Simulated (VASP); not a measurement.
# CdS (P6_3mc) in VASP: notebook

CdS is run at these levels: PBE, r2SCAN; tasks: single point.

Program: VASP 6.6.1. These are calculated values, not measurements. Logs are shortened: lines on timing, memory, paths and dates and some standing lists are left out, and cuts for length are marked.

**What was measured.**

“Isotope dependence of band-gap energy”, 2008, arxiv:0807.2152 quotes, for a bulk crystal of CdS: band gap 2.5809 ± 0.0002 eV.

The results are compared with them further down.

## Step 1: The cell of the first run

It takes space group P6_3mc (No. 186, hexagonal). Conventional cell: a = 4.165 Å, b = 4.165 Å, c = 6.766 Å, α = 90.00°, β = 90.00°, γ = 120.00°. Cd (site symmetry 3m) has 4 S at 2.54 to 2.55 Å within 3.4 Å. Within 3.4 Å of S (site symmetry 3m) lie 4 Cd at 2.54 to 2.55 Å.

## Step 2: Single point, PBE

File INCAR:

```
PREC     = Accurate       # precision mode
ENCUT    = 520            # plane-wave cutoff, eV
EDIFF    = 1E-6           # SCF threshold, eV
ISMEAR   = 0              # smearing method
SIGMA    = 0.01           # smearing width, eV
LREAL    = False          # projectors in reciprocal space
LASPH    = True           # aspherical terms in the spheres
NELM     = 80             # most SCF steps
ALGO     = Normal         # electronic algorithm
ISIF     = 2              # what is computed and relaxed
LWAVE    = False          # write WAVECAR
LCHARG   = True           # write CHGCAR
GGA      = PE             # functional
LELF     = True           # ELF
LVHAR    = True         
NBANDS   = 26             # bands
```

File KPOINTS:

```
Automatic mesh
0
Gamma
  6 6 4
```

File POSCAR:

```
CdS
1.0
    4.1646212284      0.0000000000      0.0000000000
   -2.0823106142      3.6066677809      0.0000000000
    0.0000000000      0.0000000000      6.7659754677
Cd S
2 2
Direct
    0.3333333333      0.6666666667     -0.0009650866
    0.6666666667      0.3333333333      0.4990349134
    0.3333333333      0.6666666667      0.3759650866
    0.6666666667      0.3333333333      0.8759650866
```

Potentials or basis: VASP PAW PBE potentials, release 64 (Cd, S).

Started as:

```bash
cat potpaw_PBE.64/Cd/POTCAR potpaw_PBE.64/S/POTCAR > POTCAR
mpirun -np 1 vasp_std > vasp.out
```

OUTCAR:

```text
PREC = Accurate
   ENCUT = 520
   EDIFF = 1E-6
   ISMEAR = 0
   LREAL = False
   LASPH = True
   NELM = 80
   ISIF = 2
   GGA = PE

 ion  position               nearest neighbor table
   1  0.333  0.667  0.999-   4 2.54   4 2.54   4 2.54   3 2.55
   2  0.667  0.333  0.499-   3 2.54   3 2.54   3 2.54   4 2.55
   3  0.333  0.667  0.376-   2 2.54   2 2.54   2 2.54   1 2.55
   4  0.667  0.333  0.876-   1 2.54   1 2.54   1 2.54   2 2.55

  LATTYP: Found a hexagonal cell.
 ALAT       =     4.1646212284
 C/A-ratio  =     1.6246316523

  Lattice vectors:

 A1 = (   4.1646212284,   0.0000000000,   0.0000000000)
 A2 = (  -2.0823106142,   3.6066677809,   0.0000000000)
 A3 = (   0.0000000000,   0.0000000000,   6.7659754677)

Analysis of symmetry for initial positions (statically):
=====================================================================
 Subroutine PRICEL returns:
 Original cell was already a primitive cell.

 Routine SETGRP: Setting up the symmetry group for a
 hexagonal supercell.

 Subroutine GETGRP returns: Found 12 space group operations
 (whereof  6 operations were pure point group operations)
 out of a pool of 24 trial point group operations.

The static configuration has the point symmetry C_3v.
 The point group associated with its full space group is C_6v.

Analysis of symmetry for dynamics (positions and initial velocities):
=====================================================================
 Subroutine PRICEL returns:
 Original cell was already a primitive cell.

 Routine SETGRP: Setting up the symmetry group for a
 hexagonal supercell.

 Subroutine GETGRP returns: Found 12 space group operations
 (whereof  6 operations were pure point group operations)
 out of a pool of 24 trial point group operations.

The dynamic configuration has the point symmetry C_3v.
 The point group associated with its full space group is C_6v.

 Subroutine INISYM returns: Found 12 space group operations
 (whereof  6 operations are pure point group operations),
 and found     1 'primitive' translations

----------------------------------------------------------------------------------------

                                     Primitive cell

  volume of cell :     101.6277

  direct lattice vectors                    reciprocal lattice vectors
     4.164621228  0.000000000  0.000000000     0.240117875  0.138632120  0.000000000
    -2.082310614  3.606667781  0.000000000     0.000000000  0.277264240  0.000000000
     0.000000000  0.000000000  6.765975468     0.000000000  0.000000000  0.147798348

  length of vectors
     4.164621228  4.164621228  6.765975468     0.277264240  0.277264240  0.147798348

  position of ions in fractional coordinates (direct lattice)
     0.333333333  0.666666667  0.999034913
     0.666666667  0.333333333  0.499034913
     0.333333333  0.666666667  0.375965087
     0.666666667  0.333333333  0.875965087

  ion indices of the primitive-cell ions
   primitive index   ion index
                 1           1
                 2           2
                 3           3
                 4           4

----------------------------------------------------------------------------------------

 KPOINTS: Automatic mesh

Automatic generation of k-mesh.
 Grid dimensions read from file:
 generate k-points for:    6    6    4

 Generating k-lattice:

  Cartesian coordinates                     Fractional coordinates (reciprocal lattice)
     0.040019646  0.023105353  0.000000000     0.166666667  0.000000000  0.000000000
     0.000000000  0.046210707  0.000000000     0.000000000  0.166666667  0.000000000
     0.000000000  0.000000000  0.036949587     0.000000000  0.000000000  0.250000000

  Length of vectors
     0.046210707  0.046210707  0.036949587

  Shift w.r.t. Gamma in fractional coordinates (k-lattice)
     0.000000000  0.000000000  0.000000000

 Subroutine IBZKPT returns following result:
 ===========================================

 Found     21 irreducible k-points:

 Following reciprocal coordinates:
            Coordinates               Weight
  0.000000  0.000000  0.000000      1.000000
  0.166667 -0.000000  0.000000      6.000000
  0.333333  0.000000  0.000000      6.000000
  0.500000  0.000000  0.000000      3.000000
  0.166667  0.166667  0.000000      6.000000
  0.333333  0.166667  0.000000     12.000000
[... 13 lines left out ...]
  0.333333  0.166667  0.500000     12.000000
  0.333333  0.333333  0.500000      2.000000
   k-points           NKPTS =     21   k-points in BZ     NKDIM =     21   number of bands    NBANDS=     26
   number of dos      NEDOS =    301   number of ions     NIONS =      4
   total plane-waves  NPLWV =  51200
   dimension x,y,z NGX =    32 NGY =   32 NGZ =   50
   dimension x,y,z NGXF=    64 NGYF=   64 NGZF=  100
   ions per type =               2   2
   NGX,Y,Z   is equivalent  to a cutoff of  12.77, 12.77, 12.29 a.u.
   NGXF,Y,Z  is equivalent  to a cutoff of  25.55, 25.55, 24.57 a.u.
 SYSTEM =  unknown system
   PREC   = accura    normal or accurate (medium, high low for compatibility)
   ISTART =      0    job   : 0-new  1-cont  2-samecut
   ICHARG =      2    charge: 1-file 2-atom 10-const
   ISPIN  =      1    spin polarized calculation?
   LNONCOLLINEAR =      F non collinear calculations
   LSORBIT =      F    spin-orbit coupling
   LASPH  =      T    aspherical Exc in radial PAW
   ENCUT  =  520.0 eV  38.22 Ry    6.18 a.u.   7.74  7.74 12.58*2*pi/ulx,y,z
   NELM   =     80;   NELMIN=  2; NELMDL= -5     # of ELM steps
   EDIFF  = 0.1E-05   stopping-criterion for ELM
   LREAL  =      F    real-space projection
   EDIFFG = 0.1E-04   stopping-criterion for IOM
   NSW    =      0    number of steps for IOM
   IBRION =     -1    ionic relax: 0-MD 1-quasi-New 2-CG
   NFREE  =      0    steps in history (QN), initial steepest desc. (CG)
   ISIF   =      2    stress and relaxation
   ISYM   =      2    0-nonsym 1-usesym 2-fastsym
   POTIM  = 0.5000    time-step for ionic-motion
   TEBEG  =    0.0;   TEEND  =   0.0 temperature during run
   PSTRESS=    0.0 pullay stress
   NELECT =      36.0000    total number of electrons
   NUPDOWN=      -1.0000    fix difference up-down
   EMIN   =  10.00;   EMAX   =-10.00  energy-range for DOS
   EFERMI =   0.00;   METHOD = LEGACY
   ISMEAR =     0;   SIGMA  =   0.01  broadening in eV -4-tet -1-fermi 0-gaus
   EFERMI_NEDOS =   21; number of points for ismear=-14 and -15
   IALGO  =     38    algorithm
   IMIX   =      4    mixing-type and parameters
     AMIX     =   0.40;   BMIX     =  1.00
     AMIX_MAG =   1.60;   BMIX_MAG =  1.00
  volume/ion in A,a.u.               =      25.41       171.45
  Fermi-wavevector in a.u.,A,eV,Ry     =   1.158346  2.188957 18.255828  1.341765
  Thomas-Fermi vector in A             =   2.294949
   LORBIT       =      0    0 simple, 1 ext, 2 COOP (PROOUT), +10 PAW based schemes
   GGA     = PE    functional components
   LHFCALC =     F    Hartree Fock is set to
   AEXX    =    0.0000 exact exchange contribution
   IVDW    =     0    specifies the selected vdW correction
   LEPSILON=     F    determine dielectric tensor
   LRPA    =     F    only Hartree local field effects (RPA)
 non-spin polarized calculation
 Gauss-broadening in eV      SIGMA  =   0.01
  energy-cutoff  :      520.00
  volume of cell :      101.63
 maximum number of plane-waves:      2786
 NGX is ok and might be reduce to    32
   NGX = 15   NGY = 15   NGZ = 25

 number of electron      35.9999998 magnetization

 Free energy of the ion-electron system (eV)
  ---------------------------------------------------
  ext. energy  EPLUGINS =         0.00000000
  ---------------------------------------------------
  free energy    TOTEN  =       -12.28148863 eV

  energy without entropy =      -12.28148863  energy(sigma->0) =      -12.28148863

 E-fermi :   1.1915     XC(G=0):  -9.0319

 val. band max:        1.1102982901   @ k =   0.0000   0.0000   0.0000
 cond. band min:       2.2844727319   @ k =   0.0000   0.0000   0.0000
 fundamental gap:      1.1741744418
 Fermi energy:         1.1915135226

 k-point     1 :       0.0000    0.0000    0.0000
  band No.  band energies     occupation
      1     -11.1173      2.00000
      2     -10.7065      2.00000
      3      -6.5128      2.00000
      4      -6.5077      2.00000
      5      -6.5077      2.00000
      6      -6.4283      2.00000
[... 18 lines left out ...]
     25       8.6784      0.00000
     26       8.7636      0.00000

 k-point     2 :       0.1667   -0.0000    0.0000
  band No.  band energies     occupation
      1     -11.0270      2.00000
      2     -10.6678      2.00000
      3      -6.4837      2.00000
      4      -6.4720      2.00000
      5      -6.4359      2.00000
      6      -6.3823      2.00000
[... 18 lines left out ...]
     25       8.6231      0.00000
     26       9.2429      0.00000

 k-point     3 :       0.3333    0.0000    0.0000
  band No.  band energies     occupation
      1     -10.8322      2.00000
      2     -10.6033      2.00000
      3      -6.4326      2.00000
      4      -6.4173      2.00000
      5      -6.2977      2.00000
      6      -6.2746      2.00000
[... 18 lines left out ...]
     25       9.4377      0.00000
     26       9.8899      0.00000

 k-point     4 :       0.5000    0.0000    0.0000
  band No.  band energies     occupation
      1     -10.7171      2.00000
      2     -10.5885      2.00000
      3      -6.4176      2.00000
      4      -6.4005      2.00000
      5      -6.2262      2.00000
      6      -6.2222      2.00000
[... 18 lines left out ...]
     25       9.4867      0.00000
     26      11.1712      0.00000
[... 409 lines left out ...]
      1     -10.7423      2.00000
      2     -10.7423      2.00000
      3      -6.3895      2.00000
      4      -6.3895      2.00000
      5      -6.3640      2.00000
      6      -6.3640      2.00000
[... 18 lines left out ...]
     25       9.0965      0.00000
     26       9.0965      0.00000

 k-point    20 :       0.3333    0.1667    0.5000
  band No.  band energies     occupation
      1     -10.6438      2.00000
      2     -10.6438      2.00000
      3      -6.3626      2.00000
      4      -6.3626      2.00000
      5      -6.3178      2.00000
      6      -6.3178      2.00000
[... 18 lines left out ...]
     25       9.5585      0.00000
     26       9.5585      0.00000

 k-point    21 :       0.3333    0.3333    0.5000
  band No.  band energies     occupation
      1     -10.6121      2.00000
      2     -10.6121      2.00000
      3      -6.3333      2.00000
      4      -6.3333      2.00000
      5      -6.3174      2.00000
      6      -6.3174      2.00000
[... 18 lines left out ...]
     25      10.4448      0.00000
     26      10.4448      0.00000

------------------------ aborting loop because EDIFF is reached ----------------------------------------

  FORCE on cell =-STRESS in cart. coord.  units (eV):
  Direction    XX          YY          ZZ          XY          YZ          ZX
  --------------------------------------------------------------------------------------
  -------------------------------------------------------------------------------------
  Total        1.0668316      1.0668316      1.1053183     -0.0000000      0.0000000      0.0000000
  in kB       16.8187758     16.8187758     17.4255246     -0.0000000      0.0000000      0.0000000
  external PRESSURE =      17.0210254 kB  Pullay stress =       0.0000000 kB

 VOLUME and BASIS-vectors are now :
 -----------------------------------------------------------------------------
  energy-cutoff  :      520.00
  volume of cell :      101.63
      direct lattice vectors                 reciprocal lattice vectors
     4.164621228  0.000000000  0.000000000     0.240117875  0.138632120  0.000000000
    -2.082310614  3.606667781  0.000000000     0.000000000  0.277264240  0.000000000
     0.000000000  0.000000000  6.765975468     0.000000000  0.000000000  0.147798348

 POSITION                                       TOTAL-FORCE (eV/Angst)
 -----------------------------------------------------------------------------------
     -0.00000      2.40445      6.75945        -0.000000      0.000000      0.002026
      2.08231      1.20222      3.37646         0.000000     -0.000000      0.002026
     -0.00000      2.40445      2.54377         0.000000      0.000000     -0.002026
      2.08231      1.20222      5.92676        -0.000000      0.000000     -0.002026
 -----------------------------------------------------------------------------------
    total drift:                               -0.000000     -0.000000     -0.001026

  FREE ENERGIE OF THE ION-ELECTRON SYSTEM (eV)
  ---------------------------------------------------
  free  energy   TOTEN  =       -12.2814886283 eV

  energy  without entropy=      -12.2814886283  energy(sigma->0) =      -12.28148863
```

Run time: 69 s. Hardware: 1 thread of AMD EPYC 7R13, shared host; peak memory 0.2 GiB.

What came out:

| Item | Value |
| --- | --- |
| Free energy | -12.2815 eV |
| Pressure | 1.7 GPa |
| Band gap on the k mesh | 1.17 eV |

Forces on the atoms (eV/Å):
```
Cd   0.000  0.000  0.002
Cd   0.000  0.000  0.002
S    0.000  0.000 -0.002
S    0.000  0.000 -0.002
```

PBE gaps usually lie below the measured ones, often by a third to a half.

[end of part 1 of 2]
